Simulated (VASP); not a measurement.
Wanted: the native input for a VASP 6.6.1 run.

```yaml
Task: single point
Functional: r2SCAN
Potentials_or_basis: VASP PAW PBE potentials, release 64 (Cr_sv)
Cutoff: 770 eV
k_mesh: 18 × 18 × 18
Occupations: gaussian, width 0.1 eV
Spin: no spin polarisation
Dipole_correction: no
Further_INCAR_settings: ALGO = Normal; EDIFF = 1e-06; NBANDS = 21
```

Cr:

```xyz
2
Lattice="0.0000 2.5198 2.5198 2.5198 0.0000 2.5198 2.5198 2.5198 0.0000" Properties=species:S:1:pos:R:3 pbc="T T T"
Cr    0.0000    0.0000    0.0000
Cr    1.2599    1.2599    1.2599
```

This isn't the form of Cr at room conditions, which is bcc.

The input as run:

POSCAR

```
Cr
1.0
    0.0000000000      2.5198107137      2.5198107137
    2.5198107137      0.0000000000      2.5198107137
    2.5198107137      2.5198107137      0.0000000000
Cr
2
Direct
    0.0000000000      0.0000000000      0.0000000000
    0.2500000000      0.2500000000      0.2500000000
```

INCAR.step1

```
SYSTEM = Cr
PREC = Accurate
ENCUT = 770
ISMEAR = 0
SIGMA = 0.1
LREAL = .False.
LASPH = .True.
NELM = 120
NBANDS = 21
GGA = PE
ALGO = Normal
EDIFF = 1E-5
LWAVE = .True.
LCHARG = .False.
GGA_COMPAT = .False.
```

INCAR.step2

```
SYSTEM = Cr
PREC = Accurate
ENCUT = 770
EDIFF = 1E-6
ISMEAR = 0
SIGMA = 0.1
LREAL = .False.
LASPH = .True.
NELM = 120
ALGO = Normal
ISIF = 2
LWAVE = .False.
LCHARG = .False.
METAGGA = R2SCAN
LMIXTAU = .True.
NBANDS = 21
ISTART = 1
GGA_COMPAT = .False.
```

KPOINTS

```
Automatic mesh
0
Gamma
  18 18 18
  0 0 0
```

Potentials or basis: VASP PAW PBE potentials, release 64 (Cr_sv).

Launch:

```console
$ cat potpaw_PBE.64/Cr_sv/POTCAR > POTCAR
$ cp INCAR.step1 INCAR
$ mpirun -np 1 vasp_std > vasp.out
$ cp INCAR.step2 INCAR
$ mpirun -np 1 vasp_std > vasp.out
```

Results of the run:

```json
{"Pressure": "0.0 GPa", "Band gap on the k mesh": "zero (bands 14 and 15 overlap by 0.72 eV)"}
```

Caveat: the PAW data sets were made with another functional, which shifts forces and pressure a little; the run has no spin polarisation, though such a crystal can be magnetic.

Wall time 8 min on 1 thread of Intel(R) Xeon(R) Platinum 8488C (Sapphire Rapids), on a shared host, peak memory 0.32 GiB.
